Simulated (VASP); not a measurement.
Runs of VASP 6.6.1 on Sb. The structure is that of space group R-3m (No. 166), or close to it. The cells are those of the table. 

```csv
task,potentials or basis,cell,cutoff (eV),gap on the mesh (eV),pressure (GPa),largest force (eV/Å)
electric field gradients,"VASP PAW PBE potentials, release 64 (Sb_d_GW)","a = 4.592 Å, angles 54.7°, 2 atoms",400,none,(a),0.16
electric field gradients,"VASP PAW PBE potentials, release 64 (Sb)","a = 4.425, b = 4.520, c = 4.534 Å, angles 57.3, 56.8, 57.5°, 2 atoms",520,none,3.2,0.27
single point,"VASP PAW PBE potentials, release 64 (Sb)","a = 4.596, b = 4.453, c = 4.431 Å, angles 57.1, 57.7, 56.8°, 2 atoms",520,none,3.3,0.30
single point,"VASP PAW PBE potentials, release 64 (Sb)","a = 4.527, b = 4.479, c = 4.472 Å, angles 57.2, 57.4, 57.1°, 2 atoms",520,none,3.2,0.25
electric field gradients,"VASP PAW PBE potentials, release 64 (Sb)","a = 4.527, b = 4.479, c = 4.472 Å, angles 57.2, 57.4, 57.1°, 2 atoms",520,none,3.2,0.25
single point,"VASP PAW PBE potentials, release 64 (Sb)","a = 4.425, b = 4.520, c = 4.534 Å, angles 57.3, 56.8, 57.5°, 2 atoms",520,none,3.2,0.27
```

Alike in all rows: level PBE; no spin polarisation; k mesh 9 × 9 × 9; smearing fermi-dirac 0.05 eV.

Q: Fill in the values left out.

A: (a) 3.1.

Caveats: the cell stands under pressure; spin-orbit coupling is left out, which moves the levels of the heavy elements.

A k mesh can miss the band edges, and the runs leave out spin-orbit coupling on Sb.

A gap of «none» marks levels without a gap at the run's occupations.

The runs don't all hold the same shells in valence.
